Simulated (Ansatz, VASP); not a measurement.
One calculation of HfB, two programs

Contents of INCAR:

```
SYSTEM = HfB
  PREC = Accurate
  ENCUT = 520
  EDIFF = 1E-8
  ISMEAR = -1
  SIGMA = 0.05
  LREAL = .False.
  LASPH = .True.
  NELM = 80
  ALGO = Normal
  ISIF = 2
  LWAVE = .False.
  LCHARG = .False.
  LEFG = .True.
  NBANDS = 14
```

The input KPOINTS:

```
Automatic mesh
0
Gamma
  15 15 15
  0 0 0
```

POSCAR

```
HfB
1.0
    0.0000000000      2.3176744750      2.3176744750
    2.3176744750      0.0000000000      2.3176744750
    2.3176744750      2.3176744750      0.0000000000
Hf B
1 1
Direct
    0.5000000000      0.5000000000      0.5000000000
    0.0000000000      0.0000000000      0.0000000000
```

Input for Ansatz:

```yaml
crystal:
  lattice:
    - [0.0, 2.317674475, 2.317674475]
    - [2.317674475, 0.0, 2.317674475]
    - [2.317674475, 2.317674475, 0.0]
  atoms:
    - { symbol: Hf, position: [0.5, 0.5, 0.5] }
    - { symbol: B, position: [0.0, 0.0, 0.0] }
kpoints:
  mp_grid: { grid: [15, 15, 15] }
scf:
  occupations: { method: fermi_dirac, width: 0.05 }
hamiltonian:
  xc: lda
  pseudopotentials: { kind: paw }
output:
  forces: true
  stress: true
  eigenvalues: true
  efg: { contact_densities: true }
  write_density: true
  write_potential: true
  elf: true
  volumetric_format: npy
```

Change from the starting cell: volume scaled by 1.01, PAW files.

Alike in both runs: task electric field gradients; functional LDA; k mesh 15 × 15 × 15; occupations fermi-dirac, width 0.05 eV; no spin polarisation.

|  | VASP | Ansatz |
| --- | --- | --- |
| version | VASP 6.6.1 | Ansatz 0.2.0 |
| potentials or method | VASP PAW LDA potentials, release 64 (Hf_pv, B) | PAW with Ansatz's default frozen-core files, scalar-relativistic |
| plane-wave cutoff (eV) | 520 | 420 |
| valence electrons in the cell | 13 | 29 |

```tsv
	VASP	Ansatz	Ansatz less VASP
pressure (GPa)	17.4	15.7	-1.70
```

LDA's correlation is that of Perdew and Zunger in VASP and of Perdew and Wang (1992) in Ansatz. VASP's potentials hold 13 valence electrons a cell and Ansatz's 29, so a difference there can come from the potentials and not from the codes.

Neither program's run includes spin-orbit coupling.
